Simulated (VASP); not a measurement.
# ErH4 (Pm-3m) in VASP: notebook

Runs on ErH4. Level: PBE. Tasks: single point, relaxation of cell and atoms.

All numbers are computed with VASP 6.6.1; they aren't measurements. Logs are shortened: lines on timing, memory, paths and dates and some standing lists are left out, and cuts for length are marked.

### 1 The cell of the first run

Symmetry: Pm-3m, No. 221, cubic system. The conventional cell has a = 3.916 Å, b = 3.916 Å, c = 3.916 Å, α = 90.00°, β = 90.00°, γ = 90.00°. Within 2.6 Å of Er (site symmetry m-3m) lie 6 H at 1.96 Å. H (site symmetry 4/mmm) has 2 Er at 1.96 Å within 2.6 Å. Within 3.6 Å of H (site symmetry m-3m) lie 12 H at 2.77 Å and 8 Er at 3.39 Å.

The cell was built from a structure type or drawn by symmetry, and may not be a known phase.

### 2 Single point, PBE

Contents of INCAR:

```
ALGO     = Normal         # electronic algorithm
EDIFF    = 1E-6           # SCF threshold, eV
ENCUT    = 500            # plane-wave cutoff, eV
GGA      = PE             # functional
GGA_COMPAT= F            
ISIF     = 2              # what is computed and relaxed
ISMEAR   = 0              # smearing method
LASPH    = T              # aspherical terms in the spheres
LCHARG   = F              # write CHGCAR
LMAXMIX  = 6              # l up to which the mixer works
LREAL    = F              # projectors in reciprocal space
LWAVE    = F              # write WAVECAR
NBANDS   = 14             # bands
NELM     = 200            # most SCF steps
PREC     = Accurate       # precision mode
SIGMA    = 0.1            # smearing width, eV
```

Contents of KPOINTS:

```
k-points
0
Gamma
  4 4 4
```

Contents of POSCAR:

```
ErH4
1.0
    3.9160799800      0.0000000000      0.0000000000
    0.0000000000      3.9160799800      0.0000000000
    0.0000000000      0.0000000000      3.9160799800
Er H
1 4
Direct
    0.0000000000      0.0000000000      0.0000000000
    0.5000000000      0.0000000000      0.0000000000
    0.0000000000      0.5000000000      0.0000000000
    0.0000000000      0.0000000000      0.5000000000
    0.5000000000      0.5000000000      0.5000000000
```

Potentials or basis: VASP PAW PBE potentials, release 64 (Er_3, H), 4f in core.

Launch:

```sh
$ cat potpaw_PBE.64/Er_3/POTCAR potpaw_PBE.64/H/POTCAR > POTCAR
$ mpirun -np 1 vasp_std > vasp.out
```

OUTCAR:

```text
EDIFF = 1E-6
   ENCUT = 500
   GGA = PE
   ISIF = 2
   ISMEAR = 0
   LASPH = T
   LREAL = F
   NELM = 200
   PREC = Accurate

 ion  position               nearest neighbor table
   1  0.000  0.000  0.000-   2 1.96   3 1.96   4 1.96   4 1.96   3 1.96   2 1.96
   2  0.500  0.000  0.000-   1 1.96   1 1.96
   3  0.000  0.500  0.000-   1 1.96   1 1.96
   4  0.000  0.000  0.500-   1 1.96   1 1.96
   5  0.500  0.500  0.500-

  LATTYP: Found a simple cubic cell.
 ALAT       =     3.9160799800

  Lattice vectors:

 A1 = (   3.9160799800,   0.0000000000,   0.0000000000)
 A2 = (   0.0000000000,   3.9160799800,   0.0000000000)
 A3 = (   0.0000000000,   0.0000000000,   3.9160799800)

Analysis of symmetry for initial positions (statically):
=====================================================================
 Subroutine PRICEL returns:
 Original cell was already a primitive cell.

 Routine SETGRP: Setting up the symmetry group for a
 simple cubic supercell.

 Subroutine GETGRP returns: Found 48 space group operations
 (whereof 48 operations were pure point group operations)
 out of a pool of 48 trial point group operations.

The static configuration has the point symmetry O_h .

Analysis of symmetry for dynamics (positions and initial velocities):
=====================================================================
 Subroutine PRICEL returns:
 Original cell was already a primitive cell.

 Routine SETGRP: Setting up the symmetry group for a
 simple cubic supercell.

 Subroutine GETGRP returns: Found 48 space group operations
 (whereof 48 operations were pure point group operations)
 out of a pool of 48 trial point group operations.

The dynamic configuration has the point symmetry O_h .

 Subroutine INISYM returns: Found 48 space group operations
 (whereof 48 operations are pure point group operations),
 and found     1 'primitive' translations

----------------------------------------------------------------------------------------

                                     Primitive cell

  volume of cell :      60.0558

  direct lattice vectors                    reciprocal lattice vectors
     3.916079980  0.000000000  0.000000000     0.255357400  0.000000000  0.000000000
     0.000000000  3.916079980  0.000000000     0.000000000  0.255357400  0.000000000
     0.000000000  0.000000000  3.916079980     0.000000000  0.000000000  0.255357400

  length of vectors
     3.916079980  3.916079980  3.916079980     0.255357400  0.255357400  0.255357400

  position of ions in fractional coordinates (direct lattice)
     0.000000000  0.000000000  0.000000000
     0.500000000  0.000000000  0.000000000
     0.000000000  0.500000000  0.000000000
     0.000000000  0.000000000  0.500000000
     0.500000000  0.500000000  0.500000000

  ion indices of the primitive-cell ions
   primitive index   ion index
                 1           1
                 2           2
                 3           3
                 4           4
                 5           5

----------------------------------------------------------------------------------------

 KPOINTS: k-points

Automatic generation of k-mesh.
 Grid dimensions read from file:
 generate k-points for:    4    4    4

 Generating k-lattice:

  Cartesian coordinates                     Fractional coordinates (reciprocal lattice)
     0.063839350  0.000000000  0.000000000     0.250000000  0.000000000  0.000000000
     0.000000000  0.063839350  0.000000000     0.000000000  0.250000000  0.000000000
     0.000000000  0.000000000  0.063839350     0.000000000  0.000000000  0.250000000

  Length of vectors
     0.063839350  0.063839350  0.063839350

  Shift w.r.t. Gamma in fractional coordinates (k-lattice)
     0.000000000  0.000000000  0.000000000

 Subroutine IBZKPT returns following result:
 ===========================================

 Found     10 irreducible k-points:

 Following reciprocal coordinates:
            Coordinates               Weight
  0.000000  0.000000  0.000000      1.000000
  0.250000  0.000000  0.000000      6.000000
  0.500000  0.000000  0.000000      3.000000
  0.250000  0.250000  0.000000     12.000000
  0.500000  0.250000  0.000000     12.000000
  0.500000  0.500000  0.000000      3.000000
  0.250000  0.250000  0.250000      8.000000
  0.500000  0.250000  0.250000     12.000000
  0.500000  0.500000  0.250000      6.000000
  0.500000  0.500000  0.500000      1.000000
   k-points           NKPTS =     10   k-points in BZ     NKDIM =     10   number of bands    NBANDS=     14
   number of dos      NEDOS =    301   number of ions     NIONS =      5
   total plane-waves  NPLWV =  27000
   dimension x,y,z NGX =    30 NGY =   30 NGZ =   30
   dimension x,y,z NGXF=    60 NGYF=   60 NGZF=   60
   ions per type =               1   4
   NGX,Y,Z   is equivalent  to a cutoff of  12.74, 12.74, 12.74 a.u.
   NGXF,Y,Z  is equivalent  to a cutoff of  25.47, 25.47, 25.47 a.u.
 SYSTEM =  unknown system
   PREC   = accura    normal or accurate (medium, high low for compatibility)
   ISTART =      0    job   : 0-new  1-cont  2-samecut
   ICHARG =      2    charge: 1-file 2-atom 10-const
   ISPIN  =      1    spin polarized calculation?
   LNONCOLLINEAR =      F non collinear calculations
   LSORBIT =      F    spin-orbit coupling
   LASPH  =      T    aspherical Exc in radial PAW
   ENCUT  =  500.0 eV  36.75 Ry    6.06 a.u.   7.14  7.14  7.14*2*pi/ulx,y,z
   NELM   =    200;   NELMIN=  2; NELMDL= -5     # of ELM steps
   EDIFF  = 0.1E-05   stopping-criterion for ELM
   LREAL  =      F    real-space projection
   EDIFFG = 0.1E-04   stopping-criterion for IOM
   NSW    =      0    number of steps for IOM
   IBRION =     -1    ionic relax: 0-MD 1-quasi-New 2-CG
   NFREE  =      0    steps in history (QN), initial steepest desc. (CG)
   ISIF   =      2    stress and relaxation
   ISYM   =      2    0-nonsym 1-usesym 2-fastsym
   POTIM  = 0.5000    time-step for ionic-motion
   TEBEG  =    0.0;   TEEND  =   0.0 temperature during run
   PSTRESS=    0.0 pullay stress
   NELECT =      13.0000    total number of electrons
   NUPDOWN=      -1.0000    fix difference up-down
   EMIN   =  10.00;   EMAX   =-10.00  energy-range for DOS
   EFERMI =   0.00;   METHOD = LEGACY
   ISMEAR =     0;   SIGMA  =   0.10  broadening in eV -4-tet -1-fermi 0-gaus
   EFERMI_NEDOS =   21; number of points for ismear=-14 and -15
   IALGO  =     38    algorithm
   IMIX   =      4    mixing-type and parameters
     AMIX     =   0.40;   BMIX     =  1.00
     AMIX_MAG =   1.60;   BMIX_MAG =  1.00
  volume/ion in A,a.u.               =      12.01        81.06
  Fermi-wavevector in a.u.,A,eV,Ry     =   0.982964  1.857533 13.146204  0.966219
  Thomas-Fermi vector in A             =   2.114087
   LORBIT       =      0    0 simple, 1 ext, 2 COOP (PROOUT), +10 PAW based schemes
   GGA     = PE    functional components
   LHFCALC =     F    Hartree Fock is set to
   AEXX    =    0.0000 exact exchange contribution
   IVDW    =     0    specifies the selected vdW correction
   LEPSILON=     F    determine dielectric tensor
   LRPA    =     F    only Hartree local field effects (RPA)
 non-spin polarized calculation
 Gauss-broadening in eV      SIGMA  =   0.10
  energy-cutoff  :      500.00
  volume of cell :       60.06
 maximum number of plane-waves:      1568
 NGX is ok and might be reduce to    30
   NGX = 15   NGY = 15   NGZ = 15

 number of electron      13.0000000 magnetization

 Free energy of the ion-electron system (eV)
  ---------------------------------------------------
  ext. energy  EPLUGINS =         0.00000000
  ---------------------------------------------------
  free energy    TOTEN  =       -16.20228672 eV

  energy without entropy =      -16.18299983  energy(sigma->0) =      -16.19264328

 E-fermi :  -0.8317     XC(G=0):  -8.3691

 val. band max:       -0.8776012332   @ k =   0.2500   0.2500   0.0000
 cond. band min:      -0.8173801304   @ k =   0.5000   0.2500   0.2500
 fundamental gap:      0.0602211028
 Fermi energy:        -0.8316574375

 k-point     1 :       0.0000    0.0000    0.0000
  band No.  band energies     occupation
      1     -24.1853      2.00000
      2     -24.1853      2.00000
      3     -24.1853      2.00000
      4      -6.6909      2.00000
      5      -4.1423      2.00000
      6      -4.1423      2.00000
      7       0.0863      0.00000
      8       4.7914      0.00000
      9       4.7915      0.00000
     10       4.7915      0.00000
     11       6.9629      0.00000
     12       6.9629      0.00000
     13       6.9629      0.00000
     14      12.5019      0.00000

 k-point     2 :       0.2500    0.0000    0.0000
  band No.  band energies     occupation
      1     -24.2846      2.00000
      2     -24.1808      2.00000
      3     -24.1808      2.00000
      4      -6.0931      2.00000
      5      -4.0667      2.00000
      6      -3.6410      2.00000
      7      -0.3161      0.00000
      8       3.7481      0.00000
      9       3.7481      0.00000
     10       4.8631      0.00000
     11       6.5823      0.00000
     12       8.4182      0.00000
     13       8.4182      0.00000
     14       9.8908      0.00000

 k-point     3 :       0.5000    0.0000    0.0000
  band No.  band energies     occupation
      1     -24.3814      2.00000
      2     -24.1763      2.00000
      3     -24.1763      2.00000
      4      -5.3247      2.00000
      5      -3.9885      2.00000
      6      -3.5363      2.00000
      7       0.2089      0.00000
      8       3.1252      0.00000
      9       3.1253      0.00000
     10       4.7456      0.00000
     11       4.9372      0.00000
     12       8.7658      0.00000
     13       9.7010      0.00000
     14       9.7762      0.00000

 k-point     4 :       0.2500    0.2500    0.0000
  band No.  band energies     occupation
      1     -24.2804      2.00000
      2     -24.2784      2.00000
      3     -24.1763      2.00000
      4      -5.4810      2.00000
      5      -3.7370      2.00000
      6      -3.2176      2.00000
      7      -0.8776      1.48414
      8       3.4060      0.00000
      9       3.7701      0.00000
     10       4.0697      0.00000
     11       5.9463      0.00000
     12       8.0580      0.00000
     13       9.5250      0.00000
     14       9.6907      0.00000

 k-point     5 :       0.5000    0.2500    0.0000
  band No.  band energies     occupation
      1     -24.3754      2.00000
      2     -24.2741      2.00000
      3     -24.1719      2.00000
      4      -4.7808      2.00000
      5      -3.3112      2.00000
      6      -3.1850      2.00000
      7      -0.6475      0.00921
      8       3.1013      0.00000
      9       3.2983      0.00000
     10       4.0848      0.00000
     11       4.8197      0.00000
[... 38 lines left out ...]
 k-point     8 :       0.5000    0.2500    0.2500
  band No.  band energies     occupation
      1     -24.3697      2.00000
      2     -24.2700      2.00000
      3     -24.2682      2.00000
      4      -3.8361      2.00000
      5      -2.9776      2.00000
      6      -2.8241      2.00000
      7      -0.8174      0.83999
      8       1.8207      0.00000
      9       2.7235      0.00000
     10       3.2764      0.00000
     11       4.9386      0.00000
     12       7.8121      0.00000
     13       8.5720      0.00000
     14       8.8587      0.00000

 k-point     9 :       0.5000    0.5000    0.2500
  band No.  band energies     occupation
      1     -24.3639      2.00000
      2     -24.3639      2.00000
      3     -24.2641      2.00000
      4      -3.2697      2.00000
      5      -1.9147      2.00000
      6      -1.7500      2.00000
      7      -1.7500      2.00000
      8       1.9836      0.00000
      9       1.9836      0.00000
     10       2.1742      0.00000
     11       4.8258      0.00000
     12       5.3301      0.00000
     13       9.0611      0.00000
     14       9.0876      0.00000

 k-point    10 :       0.5000    0.5000    0.5000
  band No.  band energies     occupation
      1     -24.3583      2.00000
      2     -24.3583      2.00000
      3     -24.3583      2.00000
      4      -1.4787      2.00000
      5      -1.4787      2.00000
      6      -1.4787      2.00000
      7      -1.2394      2.00000
      8       0.9551      0.00000
      9       0.9551      0.00000
     10       0.9551      0.00000
     11       4.8664      0.00000
     12       4.8664      0.00000
     13       6.1032      0.00000
     14      10.7970      0.00000

------------------------ aborting loop because EDIFF is reached ----------------------------------------

  FORCE on cell =-STRESS in cart. coord.  units (eV):
  Direction    XX          YY          ZZ          XY          YZ          ZX
  --------------------------------------------------------------------------------------
  -------------------------------------------------------------------------------------
  Total        2.2548969      2.2548969      2.2548969      0.0000000      0.0000000     -0.0000000
  in kB       60.1565067     60.1565067     60.1565067      0.0000000      0.0000000     -0.0000000
  external PRESSURE =      60.1565067 kB  Pullay stress =       0.0000000 kB

 VOLUME and BASIS-vectors are now :
 -----------------------------------------------------------------------------
  energy-cutoff  :      500.00
  volume of cell :       60.06
      direct lattice vectors                 reciprocal lattice vectors
     3.916079980  0.000000000  0.000000000     0.255357400  0.000000000  0.000000000
     0.000000000  3.916079980  0.000000000     0.000000000  0.255357400  0.000000000
     0.000000000  0.000000000  3.916079980     0.000000000  0.000000000  0.255357400

 POSITION                                       TOTAL-FORCE (eV/Angst)
 -----------------------------------------------------------------------------------
      0.00000      0.00000      0.00000         0.000000      0.000000      0.000000
      1.95804      0.00000      0.00000         0.000000      0.000000      0.000000
      0.00000      1.95804      0.00000         0.000000      0.000000      0.000000
      0.00000      0.00000      1.95804         0.000000      0.000000      0.000000
      1.95804      1.95804      1.95804         0.000000      0.000000      0.000000
 -----------------------------------------------------------------------------------
    total drift:                               -0.000000     -0.000000      0.000000

  FREE ENERGIE OF THE ION-ELECTRON SYSTEM (eV)
  ---------------------------------------------------
  free  energy   TOTEN  =       -16.2022867209 eV

  energy  without entropy=      -16.1829998324  energy(sigma->0) =      -16.19264328
```

Wall time 7 s (1 thread of AMD EPYC 9R45 (Zen 5), shared host); peak memory 0.13 GiB.

What came out:

```yaml
Free_energy: -16.2023 eV
Pressure: 6.0 GPa
Band_gap_on_the_k_mesh: zero (an odd number of electrons rules out a gap without spin polarisation)
```

Levels at points of the mesh, in eV from the Fermi level:
```csv
k point,band 4,band 5,band 6,band 7,band 8,band 9
"(0.00, 0.00, 0.00)",-5.86,-3.31,-3.31,0.92,5.62,5.62
"(0.50, 0.00, 0.00)",-4.49,-3.16,-2.70,1.04,3.96,3.96
"(0.50, 0.50, 0.00)",-3.63,-1.50,-1.11,-1.11,4.08,4.32
"(0.50, 0.50, 0.50)",-0.65,-0.65,-0.65,-0.41,1.79,1.79
```

Caveat: the k points lie up to 0.40 Å⁻¹ apart, too coarse for converged energies and pressures of a metal; spin-orbit coupling is left out, which moves the levels of the heavy elements; the 4f electrons are frozen in the core, so they carry no moment and show no levels. Spin polarisation is off, so any magnetic state and its effect on volume and gap are missing.

(Part 1 of 3 ends here.)
